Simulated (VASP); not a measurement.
# Ta2Si (I4/mcm) in VASP: further runs

The runs below take Ta2Si through single point, with r2SCAN.

Everything below comes from runs of VASP 6.6.1. Logs are shortened: lines on timing, memory, paths and dates and some standing lists are left out, and cuts for length are marked.

## (1) The cell of the first run

It takes space group I4/mcm (No. 140, tetragonal). The conventional cell has a = 6.151 Å, b = 6.151 Å, c = 5.033 Å, α = 90.00°, β = 90.00°, γ = 90.00°. Ta (site symmetry m2m) has 4 Si at 2.62 Å and 11 Ta at 2.84 to 3.25 Å within 3.5 Å. Si (site symmetry 422) has 2 Si at 2.52 Å and 8 Ta at 2.62 Å within 3.3 Å.

## (2) Single point, r2SCAN

POSCAR

```
Ta2Si
1.0
   -3.0757496859      3.0757496859      2.5167280857
    3.0757496859     -3.0757496859      2.5167280857
    3.0757496859      3.0757496859     -2.5167280857
Ta Si
4 2
Direct
    0.6634977369      0.8365022631      0.5000000000
    0.8365022631      0.3365022631      0.1730045261
    0.3365022631      0.1634977369      0.5000000000
    0.1634977369      0.6634977369      0.8269954739
    0.2500000000      0.2500000000      0.0000000000
    0.7500000000      0.7500000000      0.0000000000
```

INCAR.step1

```
PREC     = Accurate       # precision mode
ENCUT    = 520            # plane-wave cutoff, eV
ISMEAR   = 0              # smearing method
SIGMA    = 0.1            # smearing width, eV
LREAL    = False          # projectors in reciprocal space
LASPH    = True           # aspherical terms in the spheres
NELM     = 100            # most SCF steps
NBANDS   = 35             # bands
GGA      = PE             # functional
ALGO     = Normal         # electronic algorithm
EDIFF    = 1E-4           # SCF threshold, eV
LWAVE    = True           # write WAVECAR
LCHARG   = False          # write CHGCAR
```

INCAR.step2

```
PREC     = Accurate       # precision mode
ENCUT    = 520            # plane-wave cutoff, eV
EDIFF    = 1E-7           # SCF threshold, eV
ISMEAR   = 0              # smearing method
SIGMA    = 0.1            # smearing width, eV
LREAL    = False          # projectors in reciprocal space
LASPH    = True           # aspherical terms in the spheres
NELM     = 100            # most SCF steps
ALGO     = Normal         # electronic algorithm
ISIF     = 2              # what is computed and relaxed
LWAVE    = False          # write WAVECAR
LCHARG   = True           # write CHGCAR
METAGGA  = R2SCAN         # meta-GGA
LMIXTAU  = True         
LELF     = True           # ELF
LVHAR    = True         
NBANDS   = 35             # bands
ISTART   = 1
```

KPOINTS

```
Automatic mesh
0
Gamma
  10 10 10
```

Potentials or basis: VASP PAW PBE potentials, release 64 (Ta_pv, Si).

On the command line:

```
> cat potpaw_PBE.64/Ta_pv/POTCAR potpaw_PBE.64/Si/POTCAR > POTCAR
> cp INCAR.step1 INCAR
> mpirun -np 1 vasp_std > vasp.out
> cp INCAR.step2 INCAR
> mpirun -np 1 vasp_std > vasp.out
```

OUTCAR:

```text
PREC = Accurate
   ENCUT = 520
   EDIFF = 1E-7
   ISMEAR = 0
   LREAL = False
   LASPH = True
   NELM = 100
   ISIF = 2
   METAGGA = R2SCAN
   ISTART = 1

 ion  position               nearest neighbor table
   1  0.663  0.837  0.500-   5 2.62   6 2.62   6 2.62   5 2.62   3 2.84   3 2.93   3 2.93   4 3.22
                             2 3.22   4 3.22   2 3.22   4 3.25   2 3.25   2 3.25   4 3.25
   2  0.837  0.337  0.173-   5 2.62   6 2.62   6 2.62   5 2.62   4 2.84   4 2.93   4 2.93   3 3.22
                             1 3.22   1 3.22   3 3.22   3 3.25   1 3.25   1 3.25   3 3.25
   3  0.337  0.163  0.500-   6 2.62   5 2.62   5 2.62   6 2.62   1 2.84   1 2.93   1 2.93   4 3.22
                             2 3.22   4 3.22   2 3.22   4 3.25   2 3.25   4 3.25   2 3.25
   4  0.163  0.663  0.827-   5 2.62   6 2.62   6 2.62   5 2.62   2 2.84   2 2.93   2 2.93   1 3.22
                             3 3.22   3 3.22   1 3.22   1 3.25   3 3.25   3 3.25   1 3.25
   5  0.250  0.250  0.000-   6 2.52   6 2.52   2 2.62   4 2.62   4 2.62   2 2.62   3 2.62   1 2.62
                             1 2.62   3 2.62
   6  0.750  0.750  0.000-   5 2.52   5 2.52   2 2.62   4 2.62   4 2.62   2 2.62   1 2.62   3 2.62
                             1 2.62   3 2.62

  LATTYP: Found a body centered tetragonal cell.
 ALAT       =     6.1514993718
 C/A-ratio  =     0.8182486687

  Lattice vectors:

 A1 = (  -3.0757496859,   3.0757496859,   2.5167280857)
 A2 = (   3.0757496859,  -3.0757496859,   2.5167280857)
 A3 = (   3.0757496859,   3.0757496859,  -2.5167280857)

Analysis of symmetry for initial positions (statically):
=====================================================================
 Subroutine PRICEL returns:
 Original cell was already a primitive cell.

 Routine SETGRP: Setting up the symmetry group for a
 body centered tetragonal supercell.

 Subroutine GETGRP returns: Found 16 space group operations
 (whereof  8 operations were pure point group operations)
 out of a pool of 16 trial point group operations.

The static configuration has the point symmetry C_4h.
 The point group associated with its full space group is D_4h.

Analysis of symmetry for dynamics (positions and initial velocities):
=====================================================================
 Subroutine PRICEL returns:
 Original cell was already a primitive cell.

 Routine SETGRP: Setting up the symmetry group for a
 body centered tetragonal supercell.

 Subroutine GETGRP returns: Found 16 space group operations
 (whereof  8 operations were pure point group operations)
 out of a pool of 16 trial point group operations.

The dynamic configuration has the point symmetry C_4h.
 The point group associated with its full space group is D_4h.

 Subroutine INISYM returns: Found 16 space group operations
 (whereof  8 operations are pure point group operations),
 and found     1 'primitive' translations

----------------------------------------------------------------------------------------

                                     Primitive cell

  volume of cell :      95.2354

  direct lattice vectors                    reciprocal lattice vectors
    -3.075749686  3.075749686  2.516728086     0.000000000  0.162561993  0.198670648
     3.075749686 -3.075749686  2.516728086     0.162561993  0.000000000  0.198670648
     3.075749686  3.075749686 -2.516728086     0.162561993  0.162561993  0.000000000

  length of vectors
     5.025374863  5.025374863  5.025374863     0.256702996  0.256702996  0.229897376

  position of ions in fractional coordinates (direct lattice)
     0.663497737  0.836502263  0.500000000
     0.836502263  0.336502263  0.173004526
     0.336502263  0.163497737  0.500000000
     0.163497737  0.663497737  0.826995474
     0.250000000  0.250000000  0.000000000
     0.750000000  0.750000000  0.000000000

  ion indices of the primitive-cell ions
   primitive index   ion index
                 1           1
                 2           2
                 3           3
                 4           4
                 5           5
                 6           6

----------------------------------------------------------------------------------------

 KPOINTS: Automatic mesh

Automatic generation of k-mesh.
 Grid dimensions read from file:
 generate k-points for:   10   10   10

 Generating k-lattice:

  Cartesian coordinates                     Fractional coordinates (reciprocal lattice)
     0.000000000  0.016256199  0.019867065     0.100000000 -0.000000000  0.000000000
     0.016256199  0.000000000  0.019867065    -0.000000000  0.100000000  0.000000000
     0.016256199  0.016256199  0.000000000     0.000000000  0.000000000  0.100000000

  Length of vectors
     0.025670300  0.025670300  0.022989738

  Shift w.r.t. Gamma in fractional coordinates (k-lattice)
     0.000000000  0.000000000  0.000000000

 Subroutine IBZKPT returns following result:
 ===========================================

 Found    102 irreducible k-points:

 Following reciprocal coordinates:
            Coordinates               Weight
  0.000000  0.000000  0.000000      1.000000
  0.100000 -0.000000  0.000000      8.000000
  0.200000 -0.000000  0.000000      8.000000
  0.300000  0.000000  0.000000      8.000000
  0.400000 -0.000000  0.000000      8.000000
  0.500000  0.000000  0.000000      4.000000
[... 16 lines left out ...]
  0.300000  0.300000  0.000000      8.000000
  0.400000  0.300000  0.000000     16.000000
 [... further k-points ...]
   k-points           NKPTS =    102   k-points in BZ     NKDIM =    102   number of bands    NBANDS=     35
   number of dos      NEDOS =    301   number of ions     NIONS =      6
   total plane-waves  NPLWV =  64000
   dimension x,y,z NGX =    40 NGY =   40 NGZ =   40
   dimension x,y,z NGXF=    80 NGYF=   80 NGZF=   80
   ions per type =               4   2
   NGX,Y,Z   is equivalent  to a cutoff of  13.23, 13.23, 13.23 a.u.
   NGXF,Y,Z  is equivalent  to a cutoff of  26.47, 26.47, 26.47 a.u.
 SYSTEM =  unknown system
   PREC   = accura    normal or accurate (medium, high low for compatibility)
   ISTART =      1    job   : 0-new  1-cont  2-samecut
   ICHARG =      0    charge: 1-file 2-atom 10-const
   ISPIN  =      1    spin polarized calculation?
   LNONCOLLINEAR =      F non collinear calculations
   LSORBIT =      F    spin-orbit coupling
   LASPH  =      T    aspherical Exc in radial PAW
   ENCUT  =  520.0 eV  38.22 Ry    6.18 a.u.   9.34  9.34  9.34*2*pi/ulx,y,z
   NELM   =    100;   NELMIN=  2; NELMDL=  0     # of ELM steps
   EDIFF  = 0.1E-06   stopping-criterion for ELM
   LREAL  =      F    real-space projection
   EDIFFG = 0.1E-05   stopping-criterion for IOM
   NSW    =      0    number of steps for IOM
   IBRION =     -1    ionic relax: 0-MD 1-quasi-New 2-CG
   NFREE  =      0    steps in history (QN), initial steepest desc. (CG)
   ISIF   =      2    stress and relaxation
   ISYM   =      2    0-nonsym 1-usesym 2-fastsym
   POTIM  = 0.5000    time-step for ionic-motion
   TEBEG  =    0.0;   TEEND  =   0.0 temperature during run
   PSTRESS=    0.0 pullay stress
   NELECT =      52.0000    total number of electrons
   NUPDOWN=      -1.0000    fix difference up-down
   EMIN   =  10.00;   EMAX   =-10.00  energy-range for DOS
   EFERMI =   0.00;   METHOD = LEGACY
   ISMEAR =     0;   SIGMA  =   0.10  broadening in eV -4-tet -1-fermi 0-gaus
   EFERMI_NEDOS =   21; number of points for ismear=-14 and -15
   IALGO  =     38    algorithm
   IMIX   =      4    mixing-type and parameters
     AMIX     =   0.40;   BMIX     =  1.00
     AMIX_MAG =   1.60;   BMIX_MAG =  1.00
  volume/ion in A,a.u.               =      15.87       107.11
  Fermi-wavevector in a.u.,A,eV,Ry     =   1.338063  2.528572 24.360038  1.790412
  Thomas-Fermi vector in A             =   2.466563
   LORBIT       =      0    0 simple, 1 ext, 2 COOP (PROOUT), +10 PAW based schemes
   METAGGA = R2SCAN    functional components
   LHFCALC =     F    Hartree Fock is set to
   AEXX    =    0.0000 exact exchange contribution
   IVDW    =     0    specifies the selected vdW correction
   LEPSILON=     F    determine dielectric tensor
   LRPA    =     F    only Hartree local field effects (RPA)
 non-spin polarized calculation
 Gauss-broadening in eV      SIGMA  =   0.10
  energy-cutoff  :      520.00
  volume of cell :       95.24
 maximum number of plane-waves:      2605
 NGX is ok and might be reduce to    40
   NGX = 19   NGY = 19   NGZ = 19

 number of electron      52.0000001 magnetization

 Free energy of the ion-electron system (eV)
  ---------------------------------------------------
  ext. energy  EPLUGINS =         0.00000000
  ---------------------------------------------------
  free energy    TOTEN  =      -215.48211974 eV

  energy without entropy =     -215.46727682  energy(sigma->0) =     -215.47469828

 E-fermi :   7.5896     XC(G=0): -13.5438

 val. band max:        7.5885358091   @ k =  -0.1000  -0.4000   0.1000
 cond. band min:       7.5913909957   @ k =   0.5000   0.5000   0.2000
 fundamental gap:      0.0028551866
 Fermi energy:         7.5896484451

 k-point     1 :       0.0000    0.0000    0.0000
  band No.  band energies     occupation
      1     -28.1928      2.00000
      2     -28.1910      2.00000
      3     -28.1910      2.00000
      4     -28.1379      2.00000
      5     -28.1379      2.00000
      6     -28.1005      2.00000
[... 27 lines left out ...]
     34      12.2163      0.00000
     35      13.6787      0.00000

 k-point     2 :       0.1000   -0.0000    0.0000
  band No.  band energies     occupation
      1     -28.2251      2.00000
      2     -28.2196      2.00000
      3     -28.1928      2.00000
      4     -28.1096      2.00000
      5     -28.1060      2.00000
      6     -28.0883      2.00000
[... 27 lines left out ...]
     34      11.9623      0.00000
     35      13.2601      0.00000
[... 796 lines left out ...]
     34      11.4277      0.00000
     35      12.3420      0.00000

 k-point    24 :       0.4000    0.3000    0.0000
  band No.  band energies     occupation
      1     -28.3019      2.00000
      2     -28.2217      2.00000
      3     -28.2041      2.00000
      4     -28.1204      2.00000
      5     -28.0836      2.00000
      6     -28.0101      2.00000
[... 27 lines left out ...]
     34      11.6741      0.00000
     35      12.1146      0.00000

 [... further k-points ...]

------------------------ aborting loop because EDIFF is reached ----------------------------------------

  FORCE on cell =-STRESS in cart. coord.  units (eV):
  Direction    XX          YY          ZZ          XY          YZ          ZX
  --------------------------------------------------------------------------------------
  -------------------------------------------------------------------------------------
  Total        1.4701991      1.4701991      1.4605808      0.0000000     -0.0000000      0.0000000
  in kB       24.7336644     24.7336644     24.5718527      0.0000000     -0.0000000      0.0000000
  external PRESSURE =      24.6797272 kB  Pullay stress =       0.0000000 kB

 VOLUME and BASIS-vectors are now :
 -----------------------------------------------------------------------------
  energy-cutoff  :      520.00
  volume of cell :       95.24
      direct lattice vectors                 reciprocal lattice vectors
    -3.075749686  3.075749686  2.516728086     0.000000000  0.162561993  0.198670648
     3.075749686 -3.075749686  2.516728086     0.162561993  0.000000000  0.198670648
     3.075749686  3.075749686 -2.516728086     0.162561993  0.162561993  0.000000000

 POSITION                                       TOTAL-FORCE (eV/Angst)
 -----------------------------------------------------------------------------------
      2.06999      1.00576      2.51673         0.002590     -0.002590     -0.000000
     -1.00576      2.06999      2.51673         0.002590      0.002590      0.000000
      1.00576      2.06999      0.00000        -0.002590      0.002590     -0.000000
      4.08151      1.00576     -0.00000        -0.002590     -0.002590     -0.000000
      0.00000      0.00000      1.25836         0.000000     -0.000000      0.000000
      0.00000      0.00000      3.77509         0.000000     -0.000000      0.000000
 -----------------------------------------------------------------------------------
    total drift:                               -0.000000     -0.000000      0.000000

  FREE ENERGIE OF THE ION-ELECTRON SYSTEM (eV)
  ---------------------------------------------------
  free  energy   TOTEN  =      -215.4821197424 eV

  energy  without entropy=     -215.4672768168  energy(sigma->0) =     -215.47469828
```

Run time: 16 min. Hardware: 1 thread of Intel Xeon Platinum 8488C (Sapphire Rapids), shared host; peak memory 0.44 GiB.

What came out:

```
Free energy            : -215.4821 eV
Pressure               : 2.5 GPa
Largest force          : 0.004 eV/Å
Band gap on the k mesh : zero (bands 26 and 27 overlap by 0.81 eV)
```

Forces on the atoms (eV/Å):
```
Ta   0.003 -0.003  0.000
Ta   0.003  0.003  0.000
Ta  -0.003  0.003  0.000
Ta  -0.003 -0.003  0.000
Si   0.000  0.000  0.000
Si   0.000  0.000  0.000
```

Caveat: the PAW data sets were made with another functional, which shifts forces and pressure a little; spin-orbit coupling is left out, which moves the levels of the heavy elements.

## (3) Single point, r2SCAN

This run uses another cell than the first one, of 16.01 Å³/atom.

POSCAR

```
Ta2Si
1.0
   -3.0841136451      3.0841136451      2.5247022100
    3.0841136451     -3.0841136451      2.5247022100
    3.0841136451      3.0841136451     -2.5247022100
Ta Si
4 2
Direct
    0.6635845215      0.8364154785      0.5000000000
    0.8364154785      0.3364154785      0.1728309570
    0.3364154785      0.1635845215      0.5000000000
    0.1635845215      0.6635845215      0.8271690430
    0.2500000000      0.2500000000      0.0000000000
    0.7500000000      0.7500000000      0.0000000000
```

INCAR.step1

```
  PREC = Accurate
  ENCUT = 520
  ISMEAR = 0
  SIGMA = 0.1
  LREAL = False
  LASPH = True
  NELM = 100
  NBANDS = 35
  GGA = PE
  ALGO = Normal
  EDIFF = 1E-4
  LWAVE = True
  LCHARG = False
```

INCAR.step2

```
  PREC = Accurate
  ENCUT = 520
  EDIFF = 1E-6
  ISMEAR = 0
  SIGMA = 0.1
  LREAL = False
  LASPH = True
  NELM = 100
  ALGO = Normal
  ISIF = 2
  LWAVE = False
  LCHARG = False
  METAGGA = R2SCAN
  LMIXTAU = True
  NBANDS = 35
  ISTART = 1
```

KPOINTS is that of step 2.

Potentials or basis: VASP PAW PBE potentials, release 64 (Ta_pv, Si).

On the command line:

```
> cat potpaw_PBE.64/Ta_pv/POTCAR potpaw_PBE.64/Si/POTCAR > POTCAR
> cp INCAR.step1 INCAR
> mpirun -np 1 vasp_std > vasp.out
> cp INCAR.step2 INCAR
> mpirun -np 1 vasp_std > vasp.out
```

OUTCAR:

```text
PREC = Accurate
   ENCUT = 520
   EDIFF = 1E-6
   ISMEAR = 0
   LREAL = False
   LASPH = True
   NELM = 100
   ISIF = 2
   METAGGA = R2SCAN
   ISTART = 1

 ion  position               nearest neighbor table
   1  0.664  0.836  0.500-   5 2.63   6 2.63   6 2.63   5 2.63   3 2.85   3 2.94   3 2.94   2 3.23
                             4 3.23   4 3.23   2 3.23   4 3.26   2 3.26   4 3.26   2 3.26
   2  0.836  0.336  0.173-   5 2.63   6 2.63   6 2.63   5 2.63   4 2.85   4 2.94   4 2.94   1 3.23
                             3 3.23   3 3.23   1 3.23   3 3.26   1 3.26   3 3.26   1 3.26
   3  0.336  0.164  0.500-   6 2.63   5 2.63   5 2.63   6 2.63   1 2.85   1 2.94   1 2.94   4 3.23
                             4 3.23   2 3.23   2 3.23   4 3.26   2 3.26   2 3.26   4 3.26
[... 1130 lines left out ...]
  in kB        4.7631839      4.7631839      4.0812208      0.0000000      0.0000000      0.0000000
  external PRESSURE =       4.5358629 kB  Pullay stress =       0.0000000 kB

 VOLUME and BASIS-vectors are now :
 -----------------------------------------------------------------------------
  energy-cutoff  :      520.00
  volume of cell :       96.06
      direct lattice vectors                 reciprocal lattice vectors
    -3.084113645  3.084113645  2.524702210     0.000000000  0.162121134  0.198043159
     3.084113645 -3.084113645  2.524702210     0.162121134  0.000000000  0.198043159
     3.084113645  3.084113645 -2.524702210     0.162121134  0.162121134  0.000000000

 POSITION                                       TOTAL-FORCE (eV/Angst)
 -----------------------------------------------------------------------------------
      2.07509      1.00903      2.52470         0.000958     -0.000958      0.000000
     -1.00903      2.07509      2.52470         0.000958      0.000958      0.000000
      1.00903      2.07509      0.00000        -0.000958      0.000958     -0.000000
      4.09314      1.00903      0.00000        -0.000958     -0.000958     -0.000000
      0.00000      0.00000      1.26235        -0.000000      0.000000      0.000000
      0.00000      0.00000      3.78705        -0.000000     -0.000000      0.000000
 -----------------------------------------------------------------------------------
    total drift:                                0.000000      0.000000     -0.000000

  FREE ENERGIE OF THE ION-ELECTRON SYSTEM (eV)
  ---------------------------------------------------
  free  energy   TOTEN  =      -215.4897012587 eV

  energy  without entropy=     -215.4747112250  energy(sigma->0) =     -215.48220624
```

OSZICAR.step1:

```text
N       E                     dE             d eps       ncg     rms          rms(c)
DAV:   1     0.451810062737E+03    0.45181E+03   -0.27832E+04  7148   0.150E+03
DAV:   2    -0.446333133319E+02   -0.49644E+03   -0.48466E+03  7834   0.427E+02
DAV:   3    -0.645120754816E+02   -0.19879E+02   -0.19310E+02  9141   0.766E+01
DAV:   4    -0.649274998391E+02   -0.41542E+00   -0.41239E+00  8880   0.105E+01
DAV:   5    -0.649348683576E+02   -0.73685E-02   -0.73560E-02  8948   0.133E+00    0.310E+01
DAV:   6    -0.618696916343E+02    0.30652E+01   -0.84923E+00  8528   0.145E+01    0.141E+01
DAV:   7    -0.614721001994E+02    0.39759E+00   -0.17604E+00  9144   0.702E+00    0.321E+00
DAV:   8    -0.614420479651E+02    0.30052E-01   -0.59128E-02  8899   0.114E+00    0.715E-01
DAV:   9    -0.614395182725E+02    0.25297E-02   -0.76662E-03  8592   0.435E-01    0.220E-01
DAV:  10    -0.614394529214E+02    0.65351E-04   -0.51778E-04  7773   0.145E-01
   1 F= -.61439453E+02 E0= -.61431554E+02  d E =-.157986E-01
```

Run time: 11 min. Hardware: 1 thread of Intel Xeon 6975P-C (Granite Rapids), shared host; peak memory 0.44 GiB.

Results:

* Free energy: -215.4897 eV
* Pressure: 0.5 GPa
* Band gap on the k mesh: zero (bands 26 and 27 overlap by 0.79 eV)

Caveat: the PAW data sets were made with another functional, which shifts forces and pressure a little; spin-orbit coupling is left out, which moves the levels of the heavy elements.

[end of part 1 of 2]
